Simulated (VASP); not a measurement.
# Mo (Im-3m) in VASP: notebook

The runs below take Mo through single point, with PBE.

Everything below comes from runs of VASP 6.6.1. Logs are shortened: lines on timing, memory, paths and dates and some standing lists are left out, and cuts for length are marked.

## 1. The cell of the first run

It takes space group Im-3m (No. 229, cubic). Conventional cell: a = 3.130 Å, b = 3.130 Å, c = 3.130 Å, α = 90.00°, β = 90.00°, γ = 90.00°. Within 3.6 Å of Mo (site symmetry m-3m) lie 14 Mo at 2.71 to 3.13 Å.

## 2. Single point, PBE

INCAR reads:

```
SYSTEM = Mo
PREC = Accurate ; ENCUT = 500
EDIFF = 1E-6 ; ISMEAR = 0
SIGMA = 0.1 ; LREAL = .False.
LASPH = .True. ; NELM = 120
ALGO = Normal ; ISIF = 2
LWAVE = .False. ; LCHARG = .True.
GGA = PE ; LELF = .True.
LVHAR = .True. ; NBANDS = 13
GGA_COMPAT = .False.
```

KPOINTS reads:

```
regular mesh
0
Gamma
  8 8 8
  0 0 0
```

POSCAR reads:

```
Mo
1.0
   -1.5650000000      1.5650000000      1.5650000000
    1.5650000000     -1.5650000000      1.5650000000
    1.5650000000      1.5650000000     -1.5650000000
Mo
1
Direct
    0.0000000000      0.0000000000      0.0000000000
```

Potentials or basis: VASP PAW PBE potentials, release 64 (Mo_sv).

On the command line:

```sh
cat potpaw_PBE.64/Mo_sv/POTCAR > POTCAR
mpirun -np 1 vasp_std > vasp.out
```

OUTCAR:

```text
SYSTEM = Mo
   PREC = Accurate
   ENCUT = 500
   EDIFF = 1E-6
   ISMEAR = 0
   LREAL = .False.
   LASPH = .True.
   NELM = 120
   ISIF = 2
   GGA = PE

 ion  position               nearest neighbor table
   1  0.000  0.000  0.000-

  LATTYP: Found a body centered cubic cell.
 ALAT       =     3.1300000000

  Lattice vectors:

 A1 = (  -1.5650000000,   1.5650000000,   1.5650000000)
 A2 = (   1.5650000000,  -1.5650000000,   1.5650000000)
 A3 = (   1.5650000000,   1.5650000000,  -1.5650000000)

Analysis of symmetry for initial positions (statically):
=====================================================================
 Subroutine PRICEL returns:
 Original cell was already a primitive cell.

 Routine SETGRP: Setting up the symmetry group for a
 body centered cubic supercell.

 Subroutine GETGRP returns: Found 48 space group operations
 (whereof 48 operations were pure point group operations)
 out of a pool of 48 trial point group operations.

The static configuration has the point symmetry O_h .

Analysis of symmetry for dynamics (positions and initial velocities):
=====================================================================
 Subroutine PRICEL returns:
 Original cell was already a primitive cell.

 Routine SETGRP: Setting up the symmetry group for a
 body centered cubic supercell.

 Subroutine GETGRP returns: Found 48 space group operations
 (whereof 48 operations were pure point group operations)
 out of a pool of 48 trial point group operations.

The dynamic configuration has the point symmetry O_h .

 Subroutine INISYM returns: Found 48 space group operations
 (whereof 48 operations are pure point group operations),
 and found     1 'primitive' translations

----------------------------------------------------------------------------------------

                                     Primitive cell

  volume of cell :      15.3321

  direct lattice vectors                    reciprocal lattice vectors
    -1.565000000  1.565000000  1.565000000     0.000000000  0.319488818  0.319488818
     1.565000000 -1.565000000  1.565000000     0.319488818  0.000000000  0.319488818
     1.565000000  1.565000000 -1.565000000     0.319488818  0.319488818  0.000000000

  length of vectors
     2.710659514  2.710659514  2.710659514     0.451825419  0.451825419  0.451825419

  position of ions in fractional coordinates (direct lattice)
     0.000000000  0.000000000  0.000000000

  ion indices of the primitive-cell ions
   primitive index   ion index
                 1           1

----------------------------------------------------------------------------------------

 KPOINTS: regular mesh

Automatic generation of k-mesh.
 Grid dimensions read from file:
 generate k-points for:    8    8    8

 Generating k-lattice:

  Cartesian coordinates                     Fractional coordinates (reciprocal lattice)
     0.000000000  0.039936102  0.039936102     0.125000000  0.000000000  0.000000000
     0.039936102  0.000000000  0.039936102     0.000000000  0.125000000  0.000000000
     0.039936102  0.039936102  0.000000000     0.000000000  0.000000000  0.125000000

  Length of vectors
     0.056478177  0.056478177  0.056478177

  Shift w.r.t. Gamma in fractional coordinates (k-lattice)
     0.000000000  0.000000000  0.000000000

 Subroutine IBZKPT returns following result:
 ===========================================

 Found     29 irreducible k-points:

 Following reciprocal coordinates:
            Coordinates               Weight
  0.000000  0.000000  0.000000      1.000000
  0.125000  0.000000  0.000000     12.000000
  0.250000  0.000000  0.000000     12.000000
  0.375000  0.000000  0.000000     12.000000
  0.500000  0.000000  0.000000      6.000000
  0.125000  0.125000  0.000000     24.000000
[... 16 lines left out ...]
 -0.250000  0.250000  0.250000      6.000000
 -0.375000  0.375000  0.250000     24.000000
 [... further k-points ...]
   k-points           NKPTS =     29   k-points in BZ     NKDIM =     29   number of bands    NBANDS=     13
   number of dos      NEDOS =    301   number of ions     NIONS =      1
   total plane-waves  NPLWV =   8000
   dimension x,y,z NGX =    20 NGY =   20 NGZ =   20
   dimension x,y,z NGXF=    40 NGYF=   40 NGZF=   40
   ions per type =               1
   NGX,Y,Z   is equivalent  to a cutoff of  12.27, 12.27, 12.27 a.u.
   NGXF,Y,Z  is equivalent  to a cutoff of  24.53, 24.53, 24.53 a.u.
 SYSTEM =  Mo
   PREC   = accura    normal or accurate (medium, high low for compatibility)
   ISTART =      0    job   : 0-new  1-cont  2-samecut
   ICHARG =      2    charge: 1-file 2-atom 10-const
   ISPIN  =      1    spin polarized calculation?
   LNONCOLLINEAR =      F non collinear calculations
   LSORBIT =      F    spin-orbit coupling
   LASPH  =      T    aspherical Exc in radial PAW
   ENCUT  =  500.0 eV  36.75 Ry    6.06 a.u.   4.94  4.94  4.94*2*pi/ulx,y,z
   NELM   =    120;   NELMIN=  2; NELMDL= -5     # of ELM steps
   EDIFF  = 0.1E-05   stopping-criterion for ELM
   LREAL  =      F    real-space projection
   EDIFFG = 0.1E-04   stopping-criterion for IOM
   NSW    =      0    number of steps for IOM
   IBRION =     -1    ionic relax: 0-MD 1-quasi-New 2-CG
   NFREE  =      0    steps in history (QN), initial steepest desc. (CG)
   ISIF   =      2    stress and relaxation
   ISYM   =      2    0-nonsym 1-usesym 2-fastsym
   POTIM  = 0.5000    time-step for ionic-motion
   TEBEG  =    0.0;   TEEND  =   0.0 temperature during run
   PSTRESS=    0.0 pullay stress
   NELECT =      14.0000    total number of electrons
   NUPDOWN=      -1.0000    fix difference up-down
   EMIN   =  10.00;   EMAX   =-10.00  energy-range for DOS
   EFERMI =   0.00;   METHOD = LEGACY
   ISMEAR =     0;   SIGMA  =   0.10  broadening in eV -4-tet -1-fermi 0-gaus
   EFERMI_NEDOS =   21; number of points for ismear=-14 and -15
   IALGO  =     38    algorithm
   IMIX   =      4    mixing-type and parameters
     AMIX     =   0.40;   BMIX     =  1.00
     AMIX_MAG =   1.60;   BMIX_MAG =  1.00
  volume/ion in A,a.u.               =      15.33       103.47
  Fermi-wavevector in a.u.,A,eV,Ry     =   1.588241  3.001341 34.320841  2.522511
  Thomas-Fermi vector in A             =   2.687275
   LORBIT       =      0    0 simple, 1 ext, 2 COOP (PROOUT), +10 PAW based schemes
   GGA     = PE    functional components
   LHFCALC =     F    Hartree Fock is set to
   AEXX    =    0.0000 exact exchange contribution
   IVDW    =     0    specifies the selected vdW correction
   LEPSILON=     F    determine dielectric tensor
   LRPA    =     F    only Hartree local field effects (RPA)
 non-spin polarized calculation
 Gauss-broadening in eV      SIGMA  =   0.10
  energy-cutoff  :      500.00
  volume of cell :       15.33
 maximum number of plane-waves:       402
   NGX =  9   NGY =  9   NGZ =  9

 number of electron      13.9999998 magnetization

 Free energy of the ion-electron system (eV)
  ---------------------------------------------------
  ext. energy  EPLUGINS =         0.00000000
  ---------------------------------------------------
  free energy    TOTEN  =       -10.90044769 eV

  energy without entropy =      -10.89564876  energy(sigma->0) =      -10.89804823

 E-fermi :  12.7895     XC(G=0): -13.5008

 val. band max:       12.7590702766   @ k =  -0.2500   0.2500   0.1250
 cond. band min:      12.9515387846   @ k =   0.3750   0.0000   0.0000
 fundamental gap:      0.1924685081
 Fermi energy:        12.7895387405

 k-point     1 :       0.0000    0.0000    0.0000
  band No.  band energies     occupation
      1     -48.3805      2.00000
      2     -21.6005      2.00000
      3     -21.6005      2.00000
      4     -21.6005      2.00000
      5       5.6088      2.00000
      6      11.5035      2.00000
      7      11.5035      2.00000
      8      11.5035      2.00000
      9      14.6021      0.00000
     10      14.6021      0.00000
     11      27.7678      0.00000
     12      27.7678      0.00000
     13      27.7678      0.00000

 k-point     2 :       0.1250    0.0000    0.0000
  band No.  band energies     occupation
      1     -48.3395      2.00000
      2     -21.8325      2.00000
      3     -21.6721      2.00000
      4     -21.6024      2.00000
      5       6.2822      2.00000
      6      11.1283      2.00000
      7      11.4101      2.00000
      8      12.1609      2.00000
      9      14.1519      0.00000
     10      14.6198      0.00000
     11      28.2029      0.00000
     12      28.9308      0.00000
     13      28.9727      0.00000

 k-point     3 :       0.2500    0.0000    0.0000
  band No.  band energies     occupation
      1     -48.2392      2.00000
      2     -22.3709      2.00000
      3     -21.8413      2.00000
      4     -21.6070      2.00000
      5       7.5922      2.00000
      6      10.3379      2.00000
      7      11.3167      2.00000
      8      13.9854      0.00000
      9      14.0600      0.00000
     10      14.7664      0.00000
     11      27.8034      0.00000
     12      29.3161      0.00000
     13      32.0133      0.00000

 k-point     4 :       0.3750    0.0000    0.0000
  band No.  band energies     occupation
      1     -48.1370      2.00000
      2     -22.8830      2.00000
      3     -22.0060      2.00000
      4     -21.6118      2.00000
      5       7.6990      2.00000
      6       9.6639      2.00000
      7      12.9515      0.02196
      8      14.5849      0.00000
      9      15.0862      0.00000
     10      16.4052      0.00000
     11      25.8484      0.00000
     12      26.5730      0.00000
     13      32.7561      0.00000

 k-point     5 :       0.5000    0.0000    0.0000
  band No.  band energies     occupation
      1     -48.0942      2.00000
      2     -23.0884      2.00000
      3     -22.0729      2.00000
      4     -21.6139      2.00000
      5       7.4645      2.00000
      6       9.4102      2.00000
      7      14.6085      0.00000
      8      14.6413      0.00000
      9      15.2870      0.00000
     10      17.7849      0.00000
     11      24.8544      0.00000
     12      24.9077      0.00000
     13      30.5100      0.00000
[... 257 lines left out ...]
 k-point    22 :       0.2500    0.2500    0.2500
  band No.  band energies     occupation
      1     -48.0716      2.00000
      2     -22.3565      2.00000
      3     -22.3565      2.00000
      4     -22.3565      2.00000
      5      10.2413      2.00000
      6      10.2413      2.00000
      7      10.2413      2.00000
      8      15.4164      0.00000
      9      15.4164      0.00000
     10      22.7217      0.00000
     11      24.6686      0.00000
     12      24.6686      0.00000
     13      24.6686      0.00000

 k-point    23 :      -0.2500    0.2500    0.2500
  band No.  band energies     occupation
      1     -48.1184      2.00000
      2     -22.4000      2.00000
      3     -22.1033      2.00000
      4     -22.1033      2.00000
      5       9.1315      2.00000
      6      10.1392      2.00000
      7      12.2665      2.00000
      8      12.2665      2.00000
      9      13.7900      0.00000
     10      16.4453      0.00000
     11      28.2548      0.00000
     12      31.4605      0.00000
     13      31.8530      0.00000

 k-point    24 :      -0.3750    0.3750    0.2500
  band No.  band energies     occupation
      1     -48.0314      2.00000
      2     -22.7052      2.00000
      3     -22.2818      2.00000
      4     -22.1479      2.00000
      5       8.8663      2.00000
      6       9.4615      2.00000
      7      12.2585      2.00000
      8      13.1160      0.00000
      9      15.8656      0.00000
     10      18.0528      0.00000
     11      26.9690      0.00000
     12      29.0393      0.00000
     13      30.0418      0.00000

 [... further k-points ...]

------------------------ aborting loop because EDIFF is reached ----------------------------------------

  FORCE on cell =-STRESS in cart. coord.  units (eV):
  Direction    XX          YY          ZZ          XY          YZ          ZX
  --------------------------------------------------------------------------------------
  -------------------------------------------------------------------------------------
  Total        0.8831551      0.8831551      0.8831551      0.0000000      0.0000000     -0.0000000
  in kB       92.2878535     92.2878535     92.2878535      0.0000000      0.0000000     -0.0000000
  external PRESSURE =      92.2878535 kB  Pullay stress =       0.0000000 kB

 VOLUME and BASIS-vectors are now :
 -----------------------------------------------------------------------------
  energy-cutoff  :      500.00
  volume of cell :       15.33
      direct lattice vectors                 reciprocal lattice vectors
    -1.565000000  1.565000000  1.565000000     0.000000000  0.319488818  0.319488818
     1.565000000 -1.565000000  1.565000000     0.319488818  0.000000000  0.319488818
     1.565000000  1.565000000 -1.565000000     0.319488818  0.319488818  0.000000000

 POSITION                                       TOTAL-FORCE (eV/Angst)
 -----------------------------------------------------------------------------------
      0.00000      0.00000      0.00000         0.000000      0.000000      0.000000
 -----------------------------------------------------------------------------------
    total drift:                                0.000000     -0.000000      0.000000

  FREE ENERGIE OF THE ION-ELECTRON SYSTEM (eV)
  ---------------------------------------------------
  free  energy   TOTEN  =       -10.9004476907 eV

  energy  without entropy=      -10.8956487607  energy(sigma->0) =      -10.89804823
```

Wall time 11 s (1 thread of Intel Xeon 8259CL, shared host); peak memory 0.12 GiB.

Results:

* Free energy: -10.9004 eV
* Pressure: 9.2 GPa
* Band gap on the k mesh: zero (bands 7 and 8 overlap by 5.49 eV)

Levels at points of the mesh, in eV from the Fermi level:
| k point | band 3 | band 4 | band 5 | band 6 | band 7 | band 8 | band 9 | band 10 | band 11 | band 12 |
| --- | --- | --- | --- | --- | --- | --- | --- | --- | --- | --- |
| (0.00, 0.00, 0.00) | -34.39 | -34.39 | -7.18 | -1.29 | -1.29 | -1.29 | 1.81 | 1.81 | 14.98 | 14.98 |
| (0.50, 0.00, 0.00) | -34.86 | -34.40 | -5.33 | -3.38 | 1.82 | 1.85 | 2.50 | 5.00 | 12.06 | 12.12 |
| (0.50, 0.50, 0.50) | -35.41 | -35.41 | -5.47 | -5.47 | 4.21 | 4.21 | 4.21 | 9.33 | 9.33 | 9.33 |

Caveat: the cell stands under pressure.

## 3. Single point, PBE

This run uses another cell than the first one, of 15.83 Å³/atom.

INCAR reads:

```
PREC = Accurate
ENCUT = 500
EDIFF = 1E-6
ISMEAR = 0
SIGMA = 0.1
LREAL = F
LASPH = T
NELM = 120
ALGO = Normal
ISIF = 2
LWAVE = F
LCHARG = F
GGA = PE
NBANDS = 13
GGA_COMPAT = F
```

KPOINTS reads:

```
Automatic mesh
0
Gamma
  8 8 8
```

POSCAR reads:

```
Mo
1.0
   -1.5816435785      1.5816435785      1.5816435785
    1.5816435785     -1.5816435785      1.5816435785
    1.5816435785      1.5816435785     -1.5816435785
Mo
1
Direct
    0.0000000000      0.0000000000      0.0000000000
```

Potentials or basis: VASP PAW PBE potentials, release 64 (Mo_sv).

On the command line:

```sh
cat potpaw_PBE.64/Mo_sv/POTCAR > POTCAR
mpirun -np 1 vasp_std > vasp.out
```

It used 8.3 s of CPU time on 1 thread of Intel Xeon 8259CL (shared host).

The run converged. Its results:

```
Free energy            : -10.9153 eV
Pressure               : 0.5 GPa
Band gap on the k mesh : zero (bands 7 and 8 overlap by 5.25 eV)
```

Levels at points of the mesh, in eV from the Fermi level:
```csv
k point,band 3,band 4,band 5,band 6,band 7,band 8,band 9,band 10,band 11,band 12
"(0.00, 0.00, 0.00)",-34.46,-34.46,-7.07,-1.22,-1.22,-1.22,1.76,1.76,14.94,14.94
"(0.50, 0.00, 0.00)",-34.89,-34.47,-5.13,-3.22,1.70,1.78,2.40,4.77,11.58,12.06
"(0.50, 0.50, 0.50)",-35.39,-35.39,-5.22,-5.22,4.03,4.03,4.03,9.09,9.09,9.09
```

The gap in the log of VASP goes by the Fermi energy; the results here count the filled bands.